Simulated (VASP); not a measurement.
# W3S8 (a cell with a defect) in VASP: a series of runs

The runs below take W3S8 (a cell with a defect) through single point, with PBE.

All numbers are computed with VASP 6.6.1; they aren't measurements. Logs are shortened: lines on timing, memory, paths and dates and some standing lists are left out, and cuts for length are marked.

## Step 1: The cell of the first run

The cell holds a defect, 11 atoms: a = 6.375 Å, b = 6.375 Å, c = 8.332 Å, α = 67.50°, β = 67.50°, γ = 60.00°.

## Step 2: Single point, PBE (atoms taken out, then relaxed in part)

INCAR

```
PREC = Accurate
ENCUT = 520
EDIFF = 1E-6
ISMEAR = 0
SIGMA = 0.01
LREAL = False
LASPH = True
NELM = 80
ALGO = Normal
ISIF = 2
LWAVE = False
LCHARG = False
GGA = PE
NBANDS = 56
```

KPOINTS

```
regular mesh
0
Gamma
  3 3 3
```

POSCAR

```
W3S8
1.0
    3.1877473365     -5.5213403485      0.0000000000
    6.3754946730      0.0000000000      0.0000000000
    3.1877473365     -1.8404467828      7.4744489262
W S
3 8
Direct
    0.9917177981      1.0145185045      0.0020458992
    0.5145185045      0.4917177981      0.0020458992
    0.9917177981      0.4917177981      0.0020458992
    0.0983358969      0.5983358969      0.2049923093
    0.5982534248      0.5912664427      0.2122267077
    0.0912664427      0.0982534248      0.2122267077
    0.5982534248      0.0982534248      0.2122267077
    0.2336238222      0.7336238222      0.7991285333
    0.7382699922      0.7316503526      0.7918096630
    0.2316503526      0.2382699922      0.7918096630
    0.7382699922      0.2382699922      0.7918096630
```

Potentials or basis: VASP PAW PBE potentials, release 64 (W_sv, S).

The run is started by

```
> cat potpaw_PBE.64/W_sv/POTCAR potpaw_PBE.64/S/POTCAR > POTCAR
> mpirun -np 1 vasp_std > vasp.out
```

OUTCAR:

```text
PREC = Accurate
   ENCUT = 520
   EDIFF = 1E-6
   ISMEAR = 0
   LREAL = False
   LASPH = True
   NELM = 80
   ISIF = 2
   GGA = PE

 ion  position               nearest neighbor table
   1  0.992  0.015  0.002-   7 2.38   6 2.38  11 2.38  10 2.38   8 2.45   4 2.45   2 3.04   3 3.04
                             2 3.33   3 3.33
   2  0.515  0.492  0.002-   7 2.38   5 2.38  11 2.38   9 2.38   8 2.45   4 2.45   1 3.04   3 3.04
                             1 3.33   3 3.33
   3  0.992  0.492  0.002-   6 2.38   5 2.38   9 2.38  10 2.38   8 2.45   4 2.45   2 3.04   1 3.04
                             2 3.33   1 3.33
   4  0.098  0.598  0.205-   1 2.45   2 2.45   3 2.45
   5  0.598  0.591  0.212-   3 2.38   2 2.38
   6  0.091  0.098  0.212-   3 2.38   1 2.38
   7  0.598  0.098  0.212-   2 2.38   1 2.38
   8  0.234  0.734  0.799-   2 2.45   1 2.45   3 2.45
   9  0.738  0.732  0.792-   3 2.38   2 2.38
  10  0.232  0.238  0.792-   3 2.38   1 2.38
  11  0.738  0.238  0.792-   1 2.38   2 2.38

  LATTYP: Found a trigonal (rhomboedric) cell.
 ALAT       =     8.3316483479
 COS(alpha) =     0.7072237015

  Lattice vectors:

 A1 = (   0.0000000000,   3.6808935657,   7.4744489262)
 A2 = (  -3.1877473365,  -1.8404467828,   7.4744489262)
 A3 = (   3.1877473365,  -1.8404467828,   7.4744489262)

Analysis of symmetry for initial positions (statically):
=====================================================================
 Subroutine PRICEL returns:
 Original cell was already a primitive cell.

 Routine SETGRP: Setting up the symmetry group for a
 trigonal (rhombohedral) supercell.

 Subroutine GETGRP returns: Found  6 space group operations
 (whereof  2 operations were pure point group operations)
 out of a pool of 12 trial point group operations.

The static configuration has the point symmetry C_1h.
 The point group associated with its full space group is C_3v.

Analysis of symmetry for dynamics (positions and initial velocities):
=====================================================================
 Subroutine PRICEL returns:
 Original cell was already a primitive cell.

 Routine SETGRP: Setting up the symmetry group for a
 trigonal (rhombohedral) supercell.

 Subroutine GETGRP returns: Found  6 space group operations
 (whereof  2 operations were pure point group operations)
 out of a pool of 12 trial point group operations.

The dynamic configuration has the point symmetry C_1h.
 The point group associated with its full space group is C_3v.

 Subroutine INISYM returns: Found  6 space group operations
 (whereof  2 operations are pure point group operations),
 and found     1 'primitive' translations

----------------------------------------------------------------------------------------

                                     Primitive cell

  volume of cell :     263.1101

  direct lattice vectors                    reciprocal lattice vectors
     3.187747337 -5.521340348  0.000000000     0.000000000 -0.181115442 -0.044596376
     6.375494673  0.000000000  0.000000000     0.156850574  0.090557721 -0.044596376
     3.187747337 -1.840446783  7.474448926     0.000000000  0.000000000  0.133789127

  length of vectors
     6.375494673  6.375494673  8.331648348     0.186525173  0.186525173  0.133789127

  position of ions in fractional coordinates (direct lattice)
     0.991717798  0.014518505  0.002045899
     0.514518505  0.491717798  0.002045899
     0.991717798  0.491717798  0.002045899
     0.098335897  0.598335897  0.204992309
     0.598253425  0.591266443  0.212226708
     0.091266443  0.098253425  0.212226708
     0.598253425  0.098253425  0.212226708
     0.233623822  0.733623822  0.799128533
     0.738269992  0.731650353  0.791809663
     0.231650353  0.238269992  0.791809663
     0.738269992  0.238269992  0.791809663

  ion indices of the primitive-cell ions
   primitive index   ion index
                 1           1
                 2           2
                 3           3
                 4           4
                 5           5
                 6           6
                 7           7
                 8           8
                 9           9
                10          10
                11          11

----------------------------------------------------------------------------------------

 KPOINTS: regular mesh

Automatic generation of k-mesh.
 Grid dimensions read from file:
 generate k-points for:    3    3    3

 Generating k-lattice:

  Cartesian coordinates                     Fractional coordinates (reciprocal lattice)
     0.000000000 -0.060371814 -0.014865459     0.333333333  0.000000000  0.000000000
     0.052283525  0.030185907 -0.014865459     0.000000000  0.333333333 -0.000000000
     0.000000000  0.000000000  0.044596376     0.000000000  0.000000000  0.333333333

  Length of vectors
     0.062175058  0.062175058  0.044596376

  Shift w.r.t. Gamma in fractional coordinates (k-lattice)
     0.000000000  0.000000000  0.000000000

 Subroutine IBZKPT returns following result:
 ===========================================

 Found      6 irreducible k-points:

 Following reciprocal coordinates:
            Coordinates               Weight
  0.000000  0.000000  0.000000      1.000000
  0.333333  0.000000 -0.000000      6.000000
  0.333333  0.333333 -0.000000      6.000000
 -0.333333  0.333333  0.000000      6.000000
  0.000000  0.000000  0.333333      2.000000
 -0.333333  0.000000  0.333333      6.000000
   k-points           NKPTS =      6   k-points in BZ     NKDIM =      6   number of bands    NBANDS=     56
   number of dos      NEDOS =    301   number of ions     NIONS =     11
   total plane-waves  NPLWV = 147456
   dimension x,y,z NGX =    48 NGY =   48 NGZ =   64
   dimension x,y,z NGXF=    96 NGYF=   96 NGZF=  128
   ions per type =               3   8
   NGX,Y,Z   is equivalent  to a cutoff of  12.52, 12.52, 12.77 a.u.
   NGXF,Y,Z  is equivalent  to a cutoff of  25.03, 25.03, 25.54 a.u.
 SYSTEM =  unknown system
   PREC   = accura    normal or accurate (medium, high low for compatibility)
   ISTART =      0    job   : 0-new  1-cont  2-samecut
   ICHARG =      2    charge: 1-file 2-atom 10-const
   ISPIN  =      1    spin polarized calculation?
   LNONCOLLINEAR =      F non collinear calculations
   LSORBIT =      F    spin-orbit coupling
   LASPH  =      T    aspherical Exc in radial PAW
   ENCUT  =  520.0 eV  38.22 Ry    6.18 a.u.  11.85 11.85 15.49*2*pi/ulx,y,z
   NELM   =     80;   NELMIN=  2; NELMDL= -5     # of ELM steps
   EDIFF  = 0.1E-05   stopping-criterion for ELM
   LREAL  =      F    real-space projection
   EDIFFG = 0.1E-04   stopping-criterion for IOM
   NSW    =      0    number of steps for IOM
   IBRION =     -1    ionic relax: 0-MD 1-quasi-New 2-CG
   NFREE  =      0    steps in history (QN), initial steepest desc. (CG)
   ISIF   =      2    stress and relaxation
   ISYM   =      2    0-nonsym 1-usesym 2-fastsym
   POTIM  = 0.5000    time-step for ionic-motion
   TEBEG  =    0.0;   TEEND  =   0.0 temperature during run
   PSTRESS=    0.0 pullay stress
   NELECT =      90.0000    total number of electrons
   NUPDOWN=      -1.0000    fix difference up-down
   EMIN   =  10.00;   EMAX   =-10.00  energy-range for DOS
   EFERMI =   0.00;   METHOD = LEGACY
   ISMEAR =     0;   SIGMA  =   0.01  broadening in eV -4-tet -1-fermi 0-gaus
   EFERMI_NEDOS =   21; number of points for ismear=-14 and -15
   IALGO  =     38    algorithm
   IMIX   =      4    mixing-type and parameters
     AMIX     =   0.40;   BMIX     =  1.00
     AMIX_MAG =   1.60;   BMIX_MAG =  1.00
  volume/ion in A,a.u.               =      23.92       161.41
  Fermi-wavevector in a.u.,A,eV,Ry     =   1.144924  2.163592 17.835195  1.310850
  Thomas-Fermi vector in A             =   2.281614
   LORBIT       =      0    0 simple, 1 ext, 2 COOP (PROOUT), +10 PAW based schemes
   GGA     = PE    functional components
   LHFCALC =     F    Hartree Fock is set to
   AEXX    =    0.0000 exact exchange contribution
   IVDW    =     0    specifies the selected vdW correction
   LEPSILON=     F    determine dielectric tensor
   LRPA    =     F    only Hartree local field effects (RPA)
 non-spin polarized calculation
 Gauss-broadening in eV      SIGMA  =   0.01
  energy-cutoff  :      520.00
  volume of cell :      263.11
 maximum number of plane-waves:      7114
   NGX = 23   NGY = 23   NGZ = 31

 number of electron      90.0000003 magnetization

 Free energy of the ion-electron system (eV)
  ---------------------------------------------------
  ext. energy  EPLUGINS =         0.00000000
  ---------------------------------------------------
  free energy    TOTEN  =       -75.54924900 eV

  energy without entropy =      -75.54685182  energy(sigma->0) =      -75.54805041

 E-fermi :   3.8026     XC(G=0):  -8.9773

 val. band max:        3.7968401138   @ k =   0.3333   0.0000  -0.0000
 cond. band min:       3.8097786358   @ k =   0.3333   0.3333  -0.0000
 fundamental gap:      0.0129385220
 Fermi energy:         3.8025865909

 k-point     1 :       0.0000    0.0000    0.0000
  band No.  band energies     occupation
      1     -71.0287      2.00000
      2     -71.0140      2.00000
      3     -71.0140      2.00000
      4     -35.4093      2.00000
      5     -35.3700      2.00000
      6     -35.3700      2.00000
[... 48 lines left out ...]
     55       6.6570      0.00000
     56       7.0439      0.00000

 k-point     2 :       0.3333    0.0000   -0.0000
  band No.  band energies     occupation
      1     -71.0268      2.00000
      2     -71.0159      2.00000
      3     -71.0140      2.00000
      4     -35.3808      2.00000
      5     -35.3436      2.00000
      6     -35.3433      2.00000
[... 48 lines left out ...]
     55       6.9960      0.00000
     56       6.9970      0.00000

 k-point     3 :       0.3333    0.3333   -0.0000
  band No.  band energies     occupation
      1     -71.0268      2.00000
      2     -71.0159      2.00000
      3     -71.0140      2.00000
      4     -35.3808      2.00000
      5     -35.3436      2.00000
      6     -35.3433      2.00000
[... 48 lines left out ...]
     55       6.9319      0.00000
     56       7.0141      0.00000

 k-point     4 :      -0.3333    0.3333    0.0000
  band No.  band energies     occupation
      1     -71.0255      2.00000
      2     -71.0172      2.00000
      3     -71.0140      2.00000
      4     -35.3493      2.00000
      5     -35.3435      2.00000
      6     -35.3283      2.00000
[... 48 lines left out ...]
     55       6.7127      0.00000
     56       7.0667      0.00000

 k-point     5 :       0.0000    0.0000    0.3333
  band No.  band energies     occupation
      1     -71.0287      2.00000
      2     -71.0140      2.00000
      3     -71.0140      2.00000
      4     -35.4093      2.00000
      5     -35.3700      2.00000
      6     -35.3700      2.00000
[... 48 lines left out ...]
     55       6.6621      0.00000
     56       7.1251      0.00000

 k-point     6 :      -0.3333    0.0000    0.3333
  band No.  band energies     occupation
      1     -71.0268      2.00000
      2     -71.0159      2.00000
      3     -71.0140      2.00000
      4     -35.3808      2.00000
      5     -35.3436      2.00000
      6     -35.3433      2.00000
[... 48 lines left out ...]
     55       7.0037      0.00000
     56       7.0562      0.00000

------------------------ aborting loop because EDIFF is reached ----------------------------------------

  FORCE on cell =-STRESS in cart. coord.  units (eV):
  Direction    XX          YY          ZZ          XY          YZ          ZX
  --------------------------------------------------------------------------------------
  -------------------------------------------------------------------------------------
  Total        1.2966003      1.2966003     -0.3996537      0.0000000     -0.0000000      0.0000000
  in kB        7.8954904      7.8954904     -2.4336430      0.0000000     -0.0000000      0.0000000
  external PRESSURE =       4.4524459 kB  Pullay stress =       0.0000000 kB

 VOLUME and BASIS-vectors are now :
 -----------------------------------------------------------------------------
  energy-cutoff  :      520.00
  volume of cell :      263.11
      direct lattice vectors                 reciprocal lattice vectors
     3.187747337 -5.521340348  0.000000000     0.000000000 -0.181115442 -0.044596376
     6.375494673  0.000000000  0.000000000     0.156850574  0.090557721 -0.044596376
     3.187747337 -1.840446783  7.474448926     0.000000000  0.000000000  0.133789127

 POSITION                                       TOTAL-FORCE (eV/Angst)
 -----------------------------------------------------------------------------------
      3.26043     -5.47938      0.01529         0.007543      0.004355      0.000933
      4.78162     -2.84460      0.01529        -0.000000     -0.008710      0.000933
      6.30281     -5.47938      0.01529        -0.007543      0.004355      0.000933
      4.78162     -0.92022      1.53220        -0.000000     -0.000000     -0.000112
      6.35322     -3.69375      1.58628        -0.004108     -0.002372     -0.006587
      1.59387     -0.89451      1.58628        -0.000000      0.004743     -0.006587
      3.21002     -3.69375      1.58628         0.004108     -0.002372     -0.006587
      7.96937     -2.76067      5.97305        -0.000000     -0.000000     -0.000532
      9.54214     -5.53352      5.91834        -0.004001     -0.002310      0.005868
      4.78162     -2.73630      5.91834        -0.000000      0.004620      0.005868
      6.39660     -5.53352      5.91834         0.004001     -0.002310      0.005868
 -----------------------------------------------------------------------------------
    total drift:                                0.000003     -0.000002     -0.000238

  FREE ENERGIE OF THE ION-ELECTRON SYSTEM (eV)
  ---------------------------------------------------
  free  energy   TOTEN  =       -75.5492490045 eV

  energy  without entropy=      -75.5468518202  energy(sigma->0) =      -75.54805041
```

Run time: 76 s. Hardware: 1 thread of Intel Xeon 6975P-C (Granite Rapids), shared host; peak memory 0.38 GiB.

Results:

```yaml
Free_energy: -75.5492 eV
Pressure: 0.4 GPa
Largest_force: 0.009 eV/Å
Band_gap_on_the_k_mesh: zero (bands 45 and 46 overlap by 0.01 eV)
```

Forces on the atoms (eV/Å):
```
W    0.008  0.004  0.001
W    0.000 -0.009  0.001
W   -0.008  0.004  0.001
S    0.000  0.000  0.000
S   -0.004 -0.002 -0.007
S    0.000  0.005 -0.007
S    0.004 -0.002 -0.007
S    0.000  0.000 -0.001
S   -0.004 -0.002  0.006
S    0.000  0.005  0.006
S    0.004 -0.002  0.006
```

Caveat: the k points lie up to 0.39 Å⁻¹ apart; the cell differs from its parent crystal (atoms taken out, then relaxed in part); spin-orbit coupling is left out, which moves the levels of the heavy elements.

## Step 3: Single point, PBE, collinear spin (atoms taken out, then relaxed in part)

INCAR

```
PREC = Accurate
ENCUT = 520
EDIFF = 1E-6
ISMEAR = 0
SIGMA = 0.01
LREAL = False
LASPH = True
NELM = 150
ALGO = Normal
ISIF = 2
LWAVE = False
LCHARG = False
ISPIN = 2
MAGMOM = 0 0 0 0 0.333 0.333 0.333 0 0.333 0.333 0.333
LORBIT = 11
LMAXMIX = 4
GGA = PE
NBANDS = 60
```

KPOINTS is that of step 2.

POSCAR

```
W3S8
1.0
    3.1877473365     -5.5213403485      0.0000000000
    6.3754946730      0.0000000000      0.0000000000
    3.1877473365     -1.8404467828      7.4744489262
W S
3 8
Direct
    0.9919617566      1.0140330223      0.0020434646
    0.5140330223      0.4919617566      0.0020434646
    0.9919617566      0.4919617566      0.0020434646
    0.0982338929      0.5982338929      0.2052983212
    0.5985293198      0.5908667348      0.2120746256
    0.0908667348      0.0985293198      0.2120746256
    0.5985293198      0.0985293198      0.2120746256
    0.2337381718      0.7337381718      0.7987854847
    0.7385744812      0.7308745122      0.7919765253
    0.2308745122      0.2385744812      0.7919765253
    0.7385744812      0.2385744812      0.7919765253
```

Potentials or basis: VASP PAW PBE potentials, release 64 (W_sv, S).

The run is started by

```
> cat potpaw_PBE.64/W_sv/POTCAR potpaw_PBE.64/S/POTCAR > POTCAR
> mpirun -np 1 vasp_std > vasp.out
```

It took 3.5 min on 1 thread of Intel Xeon 6975P-C (Granite Rapids), shared host; peak memory 0.54 GiB.

It converged, with:

| Item | Value |
| --- | --- |
| Free energy | -75.5727 eV |
| Pressure | 0.7 GPa |
| Largest force | 0.045 eV/Å |
| Net moment | -0.32 μB per cell |
| Site moments | W +0.09; S -0.00, -0.08 (each value once) μB |
| Valence electrons inside the program's atomic spheres | W 11.97; S 3.70, 3.68 (each value once) |

Forces in eV/Å, atoms in the order of the input:
```
W    0.039  0.022  0.004
W    0.000 -0.045  0.004
W   -0.039  0.022  0.004
S    0.000  0.000  0.001
S    0.000  0.000 -0.006
S    0.000  0.000 -0.006
S    0.000  0.000 -0.006
S    0.000  0.000 -0.004
S    0.002  0.001  0.003
S    0.000 -0.003  0.003
S   -0.002  0.001  0.003
```

Stress tensor (GPa, compression positive):
```
 1.11  0.00  0.00
 0.00  1.11  0.00
 0.00  0.00 -0.20
```

Levels at points of the mesh, in eV from the Fermi level:
Spin up:
```
           k point  band 43  band 44  band 45  band 46  band 47  band 48
(0.00, 0.00, 0.00)    -1.03    -0.58    -0.58     0.41     0.41     0.80
```
Spin down:
```
           k point  band 41  band 42  band 43  band 44  band 45  band 46  band 47  band 48  band 49  band 50
(0.00, 0.00, 0.00)    -1.17    -1.17    -1.17    -0.49    -0.49     0.18     0.18     0.81     2.09     2.64
```

Caveat: the k points lie up to 0.39 Å⁻¹ apart; the cell differs from its parent crystal (atoms taken out, then relaxed in part); spin-orbit coupling is left out, which moves the levels of the heavy elements.

## Step 4: Single point, PBE, collinear spin (atoms taken out, then relaxed in part)

INCAR

```
SYSTEM = W3S8
PREC = Accurate
ENCUT = 520
EDIFF = 1E-6
ISMEAR = 0
SIGMA = 0.01
LREAL = .FALSE.
LASPH = .TRUE.
NELM = 150
ALGO = Normal
ISIF = 2
LWAVE = .FALSE.
LCHARG = .FALSE.
ISPIN = 2
MAGMOM = 0 0 0 0 0.167 0.167 0.167 0 0.167 0.167 0.167
LORBIT = 11
LMAXMIX = 4
GGA = PE
NELECT = 91.0
NBANDS = 60
```

KPOINTS

```
regular mesh
0
G
  3 3 3
  0 0 0
```

POSCAR

```
W3S8
1.0
    3.1877473365     -5.5213403485      0.0000000000
    6.3754946730      0.0000000000      0.0000000000
    3.1877473365     -1.8404467828      7.4744489262
W S
3 8
Direct
    0.9911901264      1.0155581267      0.0020616204
    0.5155581267      0.4911901264      0.0020616204
    0.9911901264      0.4911901264      0.0020616204
    0.0989228224      0.5989228224      0.2032315327
    0.5955498347      0.5968169736      0.2120833570
    0.0968169736      0.0955498347      0.2120833570
    0.5955498347      0.0955498347      0.2120833570
    0.2330288866      0.7330288866      0.8009133403
    0.7356503001      0.7367701174      0.7919292824
    0.2367701174      0.2356503001      0.7919292824
    0.7356503001      0.2356503001      0.7919292824
```

The run is started by

```
> cat potpaw_PBE.64/W_sv/POTCAR potpaw_PBE.64/S/POTCAR > POTCAR
> mpirun -np 1 vasp_std > vasp.out
```

Run time: 2.4 min. Hardware: 1 thread of Intel Xeon 6975P-C (Granite Rapids), shared host; peak memory 0.54 GiB.

It converged, with:

* Free energy: -71.6997 eV
* Largest force: 0.010 eV/Å
* Net moment: 0.78 μB per cell
* Site moments: W +0.01; S +0.00, +0.08 (each value once) μB
* Valence electrons inside the program's atomic spheres: W 12.00; S 3.73, 3.71 (each value once)

Forces in eV/Å, atoms in the order of the input:
```
W    0.008  0.005  0.001
W    0.000 -0.010  0.001
W   -0.008  0.005  0.001
S    0.000  0.000 -0.005
S   -0.005 -0.003 -0.008
S    0.000  0.006 -0.008
S    0.005 -0.003 -0.008
S    0.000  0.000  0.005
S   -0.005 -0.003  0.006
S    0.000  0.006  0.006
S    0.005 -0.003  0.006
```

Levels at points of the mesh, in eV from the Fermi level:
Spin up:
```tsv
k point	band 44	band 45	band 46	band 47	band 48	band 49
(0.00, 0.00, 0.00)	-0.62	-0.62	0.07	0.07	0.64	2.06
```
Spin down:
```csv
k point,band 41,band 42,band 43,band 44,band 45,band 46,band 47,band 48,band 49,band 50
"(0.00, 0.00, 0.00)",-1.24,-1.13,-1.13,-0.60,-0.60,0.30,0.30,0.71,2.08,2.59
```

Caveat: the k points lie up to 0.39 Å⁻¹ apart; the cell carries a net charge on a neutralising background, which shifts energy and pressure; the cell differs from its parent crystal (atoms taken out, then relaxed in part); the cell is charged against a uniform background, so pressure and absolute levels hang on convention; spin-orbit coupling is left out, which moves the levels of the heavy elements.
